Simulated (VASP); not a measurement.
# Li (R-3m) in VASP: notebook

Li is run at these levels: PBE; tasks: single point.

Everything below comes from runs of VASP 6.6.1. Logs are shortened: lines on timing, memory, paths and dates and some standing lists are left out, and cuts for length are marked.

**1. The cell of the first run**

Symmetry: R-3m, No. 166, trigonal system. Conventional cell: a = 3.101 Å, b = 3.101 Å, c = 22.310 Å, α = 90.00°, β = 90.00°, γ = 120.00°. Within 4.0 Å of Li (site symmetry -3m) lie 12 Li at 3.06 to 3.10 Å. Within 4.0 Å of Li (site symmetry 3m) lie 12 Li at 3.05 to 3.10 Å.

**2. Single point, PBE (zz strain of -2 %)**

INCAR

```
PREC     = Accurate       # precision mode
ENCUT    = 520            # plane-wave cutoff, eV
EDIFF    = 1E-7           # SCF threshold, eV
ISMEAR   = -1             # smearing method
SIGMA    = 0.05           # smearing width, eV
LREAL    = F              # projectors in reciprocal space
LASPH    = T              # aspherical terms in the spheres
NELM     = 100            # most SCF steps
ALGO     = Normal         # electronic algorithm
ISIF     = 2              # what is computed and relaxed
LWAVE    = F              # write WAVECAR
LCHARG   = F              # write CHGCAR
GGA      = PE             # functional
NBANDS   = 12             # bands
```

KPOINTS

```
Automatic mesh
0
Gamma
  12 12 12
```

POSCAR

```
Li
1.0
    1.5504989657      0.8951809952      7.4365340000
   -1.5504989657      0.8951809952      7.4365340000
    0.0000000000     -1.7903619905      7.4365340000
Li
3
Direct
    0.0000000000      0.0000000000      0.0000000000
    0.2220000000      0.2220000000      0.2220000000
    0.7780000000      0.7780000000      0.7780000000
```

Potentials or basis: VASP PAW PBE potentials, release 64 (Li_sv).

Launch:

```bash
$ cat potpaw_PBE.64/Li_sv/POTCAR > POTCAR
$ mpirun -np 1 vasp_std > vasp.out
```

OUTCAR:

```text
PREC = Accurate
   ENCUT = 520
   EDIFF = 1E-7
   ISMEAR = -1
   LREAL = F
   LASPH = T
   NELM = 100
   ISIF = 2
   GGA = PE

 ion  position               nearest neighbor table
   1  0.000  0.000  0.000-
   2  0.222  0.222  0.222-
   3  0.778  0.778  0.778-

  LATTYP: Found a trigonal (rhomboedric) cell.
 ALAT       =     7.6490152301
 COS(alpha) =     0.9178208006

  Lattice vectors:

 A1 = (   1.5504989657,   0.8951809952,   7.4365340000)
 A2 = (  -1.5504989657,   0.8951809952,   7.4365340000)
 A3 = (   0.0000000000,  -1.7903619905,   7.4365340000)

Analysis of symmetry for initial positions (statically):
=====================================================================
 Subroutine PRICEL returns:
 Original cell was already a primitive cell.

 Routine SETGRP: Setting up the symmetry group for a
 trigonal (rhombohedral) supercell.

 Subroutine GETGRP returns: Found 12 space group operations
 (whereof 12 operations were pure point group operations)
 out of a pool of 12 trial point group operations.

The static configuration has the point symmetry D_3d.

Analysis of symmetry for dynamics (positions and initial velocities):
=====================================================================
 Subroutine PRICEL returns:
 Original cell was already a primitive cell.

 Routine SETGRP: Setting up the symmetry group for a
 trigonal (rhombohedral) supercell.

 Subroutine GETGRP returns: Found 12 space group operations
 (whereof 12 operations were pure point group operations)
 out of a pool of 12 trial point group operations.

The dynamic configuration has the point symmetry D_3d.

 Subroutine INISYM returns: Found 12 space group operations
 (whereof 12 operations are pure point group operations),
 and found     1 'primitive' translations

----------------------------------------------------------------------------------------

                                     Primitive cell

  volume of cell :      61.9304

  direct lattice vectors                    reciprocal lattice vectors
     1.550498966  0.895180995  7.436534000     0.322476836  0.186182088  0.044823749
    -1.550498966  0.895180995  7.436534000    -0.322476836  0.186182088  0.044823749
     0.000000000 -1.790361990  7.436534000     0.000000000 -0.372364176  0.044823749

  length of vectors
     7.649015230  7.649015230  7.649015230     0.375052327  0.375052327  0.375052327

  position of ions in fractional coordinates (direct lattice)
     0.000000000  0.000000000  0.000000000
     0.222000000  0.222000000  0.222000000
     0.778000000  0.778000000  0.778000000

  ion indices of the primitive-cell ions
   primitive index   ion index
                 1           1
                 2           2
                 3           3

----------------------------------------------------------------------------------------

 KPOINTS: Automatic mesh

Automatic generation of k-mesh.
 Grid dimensions read from file:
 generate k-points for:   12   12   12

 Generating k-lattice:

  Cartesian coordinates                     Fractional coordinates (reciprocal lattice)
     0.026873070  0.015515174  0.003735312     0.083333333 -0.000000000  0.000000000
    -0.026873070  0.015515174  0.003735312    -0.000000000  0.083333333  0.000000000
     0.000000000 -0.031030348  0.003735312     0.000000000  0.000000000  0.083333333

  Length of vectors
     0.031254361  0.031254361  0.031254361

  Shift w.r.t. Gamma in fractional coordinates (k-lattice)
     0.000000000  0.000000000  0.000000000

 Subroutine IBZKPT returns following result:
 ===========================================

 Found    189 irreducible k-points:

 Following reciprocal coordinates:
            Coordinates               Weight
  0.000000  0.000000  0.000000      1.000000
  0.083333 -0.000000  0.000000      6.000000
  0.166667 -0.000000  0.000000      6.000000
  0.250000 -0.000000  0.000000      6.000000
  0.333333  0.000000  0.000000      6.000000
  0.416667 -0.000000  0.000000      6.000000
[... 16 lines left out ...]
  0.500000  0.166667  0.000000     12.000000
 -0.416667  0.166667 -0.000000     12.000000
 [... further k-points ...]
   k-points           NKPTS =    189   k-points in BZ     NKDIM =    189   number of bands    NBANDS=     12
   number of dos      NEDOS =    301   number of ions     NIONS =      3
   total plane-waves  NPLWV = 216000
   dimension x,y,z NGX =    60 NGY =   60 NGZ =   60
   dimension x,y,z NGXF=   120 NGYF=  120 NGZF=  120
   ions per type =               3
   NGX,Y,Z   is equivalent  to a cutoff of  13.04, 13.04, 13.04 a.u.
   NGXF,Y,Z  is equivalent  to a cutoff of  26.08, 26.08, 26.08 a.u.
 SYSTEM =  unknown system
   PREC   = accura    normal or accurate (medium, high low for compatibility)
   ISTART =      0    job   : 0-new  1-cont  2-samecut
   ICHARG =      2    charge: 1-file 2-atom 10-const
   ISPIN  =      1    spin polarized calculation?
   LNONCOLLINEAR =      F non collinear calculations
   LSORBIT =      F    spin-orbit coupling
   LASPH  =      T    aspherical Exc in radial PAW
   ENCUT  =  520.0 eV  38.22 Ry    6.18 a.u.  14.22 14.22 14.22*2*pi/ulx,y,z
   NELM   =    100;   NELMIN=  2; NELMDL= -5     # of ELM steps
   EDIFF  = 0.1E-06   stopping-criterion for ELM
   LREAL  =      F    real-space projection
   EDIFFG = 0.1E-05   stopping-criterion for IOM
   NSW    =      0    number of steps for IOM
   IBRION =     -1    ionic relax: 0-MD 1-quasi-New 2-CG
   NFREE  =      0    steps in history (QN), initial steepest desc. (CG)
   ISIF   =      2    stress and relaxation
   ISYM   =      2    0-nonsym 1-usesym 2-fastsym
   POTIM  = 0.5000    time-step for ionic-motion
   TEBEG  =    0.0;   TEEND  =   0.0 temperature during run
   PSTRESS=    0.0 pullay stress
   NELECT =       9.0000    total number of electrons
   NUPDOWN=      -1.0000    fix difference up-down
   EMIN   =  10.00;   EMAX   =-10.00  energy-range for DOS
   EFERMI =   0.00;   METHOD = LEGACY
   ISMEAR =    -1;   SIGMA  =   0.05  broadening in eV -4-tet -1-fermi 0-gaus
   EFERMI_NEDOS =   21; number of points for ismear=-14 and -15
   IALGO  =     38    algorithm
   IMIX   =      4    mixing-type and parameters
     AMIX     =   0.40;   BMIX     =  1.00
     AMIX_MAG =   1.60;   BMIX_MAG =  1.00
  volume/ion in A,a.u.               =      20.64       139.31
  Fermi-wavevector in a.u.,A,eV,Ry     =   0.860705  1.626496 10.079372  0.740813
  Thomas-Fermi vector in A             =   1.978249
   LORBIT       =      0    0 simple, 1 ext, 2 COOP (PROOUT), +10 PAW based schemes
   GGA     = PE    functional components
   LHFCALC =     F    Hartree Fock is set to
   AEXX    =    0.0000 exact exchange contribution
   IVDW    =     0    specifies the selected vdW correction
   LEPSILON=     F    determine dielectric tensor
   LRPA    =     F    only Hartree local field effects (RPA)
 non-spin polarized calculation
  energy-cutoff  :      520.00
  volume of cell :       61.93
 maximum number of plane-waves:      1684
 NGX is ok and might be reduce to    60
   NGX = 29   NGY = 29   NGZ = 29

 number of electron       9.0000005 magnetization

 Free energy of the ion-electron system (eV)
  ---------------------------------------------------
  ext. energy  EPLUGINS =         0.00000000
  ---------------------------------------------------
  free energy    TOTEN  =        -5.72742505 eV

  energy without entropy =       -5.71722400  energy(sigma->0) =       -5.72232452

 E-fermi :   0.5529     XC(G=0):  -6.9999

 val. band max:        0.5467495294   @ k =  -0.2500   0.3333   0.2500
 cond. band min:       0.5582596324   @ k =  -0.1667   0.1667   0.1667
 fundamental gap:      0.0115101030
 Fermi energy:         0.5529399507

 k-point     1 :       0.0000    0.0000    0.0000
  band No.  band energies     occupation
      1     -45.9882      2.00000
      2     -45.9744      2.00000
      3     -45.9692      2.00000
      4      -2.9621      2.00000
      5      -0.9570      2.00000
      6      -0.9565      2.00000
      7       6.4344      0.00000
      8       6.4602      0.00000
      9      12.9919      0.00000
     10      12.9919      0.00000
     11      13.1409      0.00000
     12      13.1409      0.00000

 k-point     2 :       0.0833   -0.0000    0.0000
  band No.  band energies     occupation
      1     -45.9873      2.00000
      2     -45.9738      2.00000
      3     -45.9686      2.00000
      4      -2.8524      2.00000
      5      -0.9485      2.00000
      6      -0.7324      2.00000
      7       6.2656      0.00000
      8       6.7497      0.00000
      9      11.7534      0.00000
     10      12.2123      0.00000
     11      12.5395      0.00000
     12      12.6932      0.00000

 k-point     3 :       0.1667   -0.0000    0.0000
  band No.  band energies     occupation
      1     -45.9848      2.00000
      2     -45.9723      2.00000
      3     -45.9671      2.00000
      4      -2.5231      2.00000
      5      -0.7140      2.00000
      6      -0.2743      2.00000
      7       6.1547      0.00000
      8       7.1489      0.00000
      9       9.7593      0.00000
     10      10.7411      0.00000
     11      11.1986      0.00000
     12      11.6897      0.00000

 k-point     4 :       0.2500   -0.0000    0.0000
  band No.  band energies     occupation
      1     -45.9814      2.00000
      2     -45.9700      2.00000
      3     -45.9651      2.00000
      4      -1.9744      2.00000
      5      -0.2646      2.00000
      6       0.4070      1.89750
      7       5.8332      0.00000
      8       7.2369      0.00000
      9       8.3311      0.00000
     10       9.0363      0.00000
     11      10.3550      0.00000
     12      10.7329      0.00000

 k-point     5 :       0.3333    0.0000    0.0000
  band No.  band energies     occupation
      1     -45.9779      2.00000
      2     -45.9675      2.00000
      3     -45.9634      2.00000
      4      -1.2121      2.00000
      5       0.3714      1.94834
      6       1.2496      0.00000
      7       4.7634      0.00000
      8       6.1576      0.00000
      9       7.9042      0.00000
     10       8.2214      0.00000
     11       9.5485      0.00000
     12       9.7521      0.00000
[... 228 lines left out ...]
      1     -45.9795      2.00000
      2     -45.9692      2.00000
      3     -45.9640      2.00000
      4      -1.6031      2.00000
      5      -0.2348      2.00000
      6       1.1168      0.00003
      7       5.5909      0.00000
      8       7.1994      0.00000
      9       7.5417      0.00000
     10       8.2357      0.00000
     11       8.9135      0.00000
     12      10.2554      0.00000

 k-point    22 :       0.4167    0.1667    0.0000
  band No.  band energies     occupation
      1     -45.9766      2.00000
      2     -45.9668      2.00000
      3     -45.9627      2.00000
      4      -0.8255      2.00000
      5       0.4174      1.87538
      6       1.9741      0.00000
      7       4.8636      0.00000
      8       6.2998      0.00000
      9       6.4431      0.00000
     10       7.2058      0.00000
     11       8.1462      0.00000
     12       9.4206      0.00000

 k-point    23 :       0.5000    0.1667    0.0000
  band No.  band energies     occupation
      1     -45.9744      2.00000
      2     -45.9648      2.00000
      3     -45.9620      2.00000
      4       0.1371      1.99951
      5       1.2130      0.00000
      6       2.4432      0.00000
      7       4.0475      0.00000
      8       5.0731      0.00000
      9       5.7174      0.00000
     10       6.5952      0.00000
     11       7.6129      0.00000
     12       9.1277      0.00000

 k-point    24 :      -0.4167    0.1667   -0.0000
  band No.  band energies     occupation
      1     -45.9736      2.00000
      2     -45.9639      2.00000
      3     -45.9619      2.00000
      4       0.8940      0.00218
      5       1.6880      0.00000
      6       1.9975      0.00000
      7       4.1429      0.00000
      8       4.4100      0.00000
      9       5.0191      0.00000
     10       6.8496      0.00000
     11       7.3722      0.00000
     12       9.2118      0.00000

 [... further k-points ...]
[... 5 lines left out ...]
  --------------------------------------------------------------------------------------
  -------------------------------------------------------------------------------------
  Total       -0.1592298     -0.1592298     -0.0780598      0.0000000      0.0000000      0.0000000
  in kB       -4.1193693     -4.1193693     -2.0194540      0.0000000      0.0000000      0.0000000
  external PRESSURE =      -3.4193975 kB  Pullay stress =       0.0000000 kB

 VOLUME and BASIS-vectors are now :
 -----------------------------------------------------------------------------
  energy-cutoff  :      520.00
  volume of cell :       61.93
      direct lattice vectors                 reciprocal lattice vectors
     1.550498966  0.895180995  7.436534000     0.322476836  0.186182088  0.044823749
    -1.550498966  0.895180995  7.436534000    -0.322476836  0.186182088  0.044823749
     0.000000000 -1.790361990  7.436534000     0.000000000 -0.372364176  0.044823749

 POSITION                                       TOTAL-FORCE (eV/Angst)
 -----------------------------------------------------------------------------------
      0.00000      0.00000      0.00000         0.000000      0.000000     -0.000000
      0.00000     -0.00000      4.95273        -0.000000     -0.000000      0.009657
      0.00000     -0.00000     17.35687        -0.000000      0.000000     -0.009657
 -----------------------------------------------------------------------------------
    total drift:                               -0.000000     -0.000000      0.000000

  FREE ENERGIE OF THE ION-ELECTRON SYSTEM (eV)
  ---------------------------------------------------
  free  energy   TOTEN  =        -5.7274250494 eV

  energy  without entropy=       -5.7172239972  energy(sigma->0) =       -5.72232452
```

It took 5.5 min on 1 thread of Intel Xeon 6975P-C (Granite Rapids), shared host; peak memory 0.49 GiB.

What came out:

```yaml
Free_energy: -5.7274 eV
Largest_force: 0.010 eV/Å
```

Forces in eV/Å, atoms in the order of the input:
```
Li   0.000  0.000  0.000
Li   0.000  0.000  0.010
Li   0.000  0.000 -0.010
```

Levels at points of the mesh, in eV from the Fermi level:
| k point | band 2 | band 3 | band 4 | band 5 | band 6 | band 7 | band 8 | band 9 |
| --- | --- | --- | --- | --- | --- | --- | --- | --- |
| (0.00, 0.00, 0.00) | -46.53 | -46.52 | -3.52 | -1.51 | -1.51 | 5.88 | 5.91 | 12.44 |
| (0.50, 0.00, 0.00) | -46.52 | -46.52 | -0.08 | 0.80 | 1.04 | 3.68 | 3.82 | 4.45 |
| (0.50, 0.50, 0.00) | -46.52 | -46.51 | 0.22 | 0.32 | 1.14 | 3.15 | 4.41 | 5.51 |
| (0.50, 0.50, 0.50) | -46.53 | -46.52 | -3.01 | -3.01 | 0.13 | 3.05 | 10.77 | 10.82 |

Caveat: the cell differs from its parent crystal (zz strain of -2 %); the cutoff is under 1.25 times the usual one of these potentials, so pressure, stress and relaxed cells hold a basis-set (Pulay) error.

**3. Single point, PBE (zz strain of +1 %)**

INCAR

```
PREC = Accurate
ENCUT = 520
EDIFF = 1E-6
ISMEAR = -1
SIGMA = 0.05
LREAL = F
LASPH = T
NELM = 100
ALGO = Normal
ISIF = 2
LWAVE = F
LCHARG = F
GGA = PE
NBANDS = 12
```

KPOINTS is that of step 2.

POSCAR

```
Li
1.0
    1.5504989657      0.8951809952      7.6641830000
   -1.5504989657      0.8951809952      7.6641830000
    0.0000000000     -1.7903619905      7.6641830000
Li
3
Direct
    0.0000000000      0.0000000000      0.0000000000
    0.2220000000      0.2220000000      0.2220000000
    0.7780000000      0.7780000000      0.7780000000
```

Potentials or basis: VASP PAW PBE potentials, release 64 (Li_sv).

Launch:

```bash
$ cat potpaw_PBE.64/Li_sv/POTCAR > POTCAR
$ mpirun -np 1 vasp_std > vasp.out
```

It took 5 min on 1 thread of Intel Xeon 6975P-C (Granite Rapids), shared host; peak memory 0.5 GiB.

The run converged. Its results:

- Free energy: -5.7211 eV
- Largest force: 0.009 eV/Å

Forces on the atoms (eV/Å):
```
Li   0.000  0.000  0.000
Li   0.000  0.000  0.009
Li   0.000  0.000 -0.009
```

Levels at points of the mesh, in eV from the Fermi level:
| k point | band 2 | band 3 | band 4 | band 5 | band 6 | band 7 | band 8 | band 9 |
| --- | --- | --- | --- | --- | --- | --- | --- | --- |
| (0.00, 0.00, 0.00) | -46.58 | -46.58 | -3.47 | -1.57 | -1.57 | 5.39 | 5.41 | 12.50 |
| (0.50, 0.00, 0.00) | -46.57 | -46.57 | -0.01 | 0.83 | 1.05 | 3.62 | 3.74 | 4.35 |
| (0.50, 0.50, 0.00) | -46.57 | -46.57 | 0.27 | 0.36 | 1.16 | 3.12 | 4.29 | 5.35 |
| (0.50, 0.50, 0.50) | -46.58 | -46.57 | -3.00 | -2.99 | -0.02 | 2.72 | 10.01 | 10.05 |

Caveat: the cell differs from its parent crystal (zz strain of +1 %); the cutoff is under 1.25 times the usual one of these potentials, so pressure, stress and relaxed cells hold a basis-set (Pulay) error.

**4. Single point, PBE (zz strain of +3 %)**

INCAR

```
  PREC = Accurate
  ENCUT = 520
  EDIFF = 1E-7
  ISMEAR = -1
  SIGMA = 0.05
  LREAL = False
  LASPH = True
  NELM = 100
  ALGO = Normal
  ISIF = 2
  LWAVE = False
  LCHARG = True
  GGA = PE
  LELF = True
  LVHAR = True
  NBANDS = 12
```

KPOINTS is that of step 3.

POSCAR

```
Li
1.0
    1.5504989657      0.8951809952      7.8159490000
   -1.5504989657      0.8951809952      7.8159490000
    0.0000000000     -1.7903619905      7.8159490000
Li
3
Direct
    0.0000000000      0.0000000000      0.0000000000
    0.2220000000      0.2220000000      0.2220000000
    0.7780000000      0.7780000000      0.7780000000
```

Launch:

```bash
$ cat potpaw_PBE.64/Li_sv/POTCAR > POTCAR
$ mpirun -np 1 vasp_std > vasp.out
```

Run time: 6 min. Hardware: 1 thread of Intel Xeon 6975P-C (Granite Rapids), shared host; peak memory 0.5 GiB.

Results (log left out):

- Free energy: -5.7118 eV
- Largest force: 0.008 eV/Å

Forces on the atoms (eV/Å):
```
Li   0.000  0.000  0.000
Li   0.000  0.000  0.008
Li   0.000  0.000 -0.008
```

Levels at points of the mesh, in eV from the Fermi level:
| k point | band 1 | band 2 | band 3 | band 4 | band 5 | band 6 | band 7 | band 8 | band 9 | band 10 |
| --- | --- | --- | --- | --- | --- | --- | --- | --- | --- | --- |
| (0.00, 0.00, 0.00) | -46.62 | -46.61 | -46.61 | -3.44 | -1.61 | -1.61 | 5.08 | 5.11 | 12.54 | 12.54 |
| (0.50, 0.00, 0.00) | -46.61 | -46.60 | -46.60 | 0.04 | 0.86 | 1.06 | 3.58 | 3.70 | 4.29 | 7.87 |
| (0.50, 0.50, 0.00) | -46.61 | -46.60 | -46.60 | 0.31 | 0.39 | 1.17 | 3.10 | 4.23 | 5.26 | 6.31 |
| (0.50, 0.50, 0.50) | -46.62 | -46.62 | -46.61 | -2.98 | -2.98 | -0.10 | 2.51 | 9.54 | 9.58 | 12.26 |

Caveat: the cell differs from its parent crystal (zz strain of +3 %); the cutoff is under 1.25 times the usual one of these potentials, so pressure, stress and relaxed cells hold a basis-set (Pulay) error.

**5. Summary**

```csv
cell,gap on the mesh (eV),largest force (eV/Å)
"a = 7.649 Å, angles 23.4°, 3 atoms",none,0.01
"a = 7.871 Å, angles 22.7°, 3 atoms",none,0.01
"a = 8.018 Å, angles 22.3°, 3 atoms",none,0.01
```

Alike in all rows: task single point; level PBE; potentials or basis VASP PAW PBE potentials, release 64 (Li_sv); no spin polarisation; k mesh 12 × 12 × 12; cutoff (eV) 520; smearing fermi-dirac 0.05 eV.

Caveats: the cutoff is under 1.25 times the usual one of these potentials, so pressure, stress and relaxed cells hold a basis-set (Pulay) error.

Total energies depend on the potentials used, so only differences within one code and one set of settings carry meaning.
